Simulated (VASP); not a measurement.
## NaP2: single point with PBE

Crystal: NaP2.

```
CELL_PARAMETERS angstrom
4.72276 0.00000 0.00000
-2.36138 4.09003 0.00000
0.00000 0.00000 3.20759
ATOMIC_POSITIONS crystal
Na 0.00000 0.00000 0.00000
P 0.33333 0.66667 0.50000
P 0.66667 0.33333 0.50000
```

The cell was generated, and may not be a known phase.

```
Program                : VASP 6.6.1
Task                   : single point
Functional             : PBE
Potentials or basis    : VASP PAW PBE potentials, release 64 (Na_pv, P)
Cutoff                 : 520 eV
k mesh                 : 6 × 6 × 6
Occupations            : gaussian, width 0.1 eV
Spin                   : no spin polarisation
Dipole correction      : no
Further INCAR settings : ALGO = Normal; EDIFF = 1e-07; NBANDS = 16
```

```
Pressure               : -6.9 GPa
Band gap on the k mesh : zero (an odd number of electrons rules out a gap without spin polarisation)
```

Stress tensor (GPa, compression positive):
```
-8.65  0.00  0.00
 0.00 -8.65  0.00
 0.00  0.00 -3.53
```

Levels at points of the mesh, in eV from the Fermi level:
```csv
k point,band 7,band 8,band 9,band 10,band 11,band 12
"(0.00, 0.00, 0.00)",-3.65,-0.37,-0.37,0.64,3.45,3.58
"(0.50, 0.00, 0.00)",-3.14,1.42,1.59,2.35,2.45,4.42
"(0.00, 0.00, 0.50)",-2.62,-2.62,-0.77,0.69,0.69,5.06
"(0.50, 0.00, 0.50)",-3.38,-2.70,-1.73,2.48,3.36,3.97
```

Wall time 8.7 s on 1 thread of Intel(R) Xeon(R) 6975P-C (Granite Rapids), on a shared host, peak memory 0.17 GiB.

Caveat: the stress differs along the axes, from -9 to -4 GPa; an odd number of electrons without spin polarisation forces a metal; a magnetic or distorted state may lie lower.
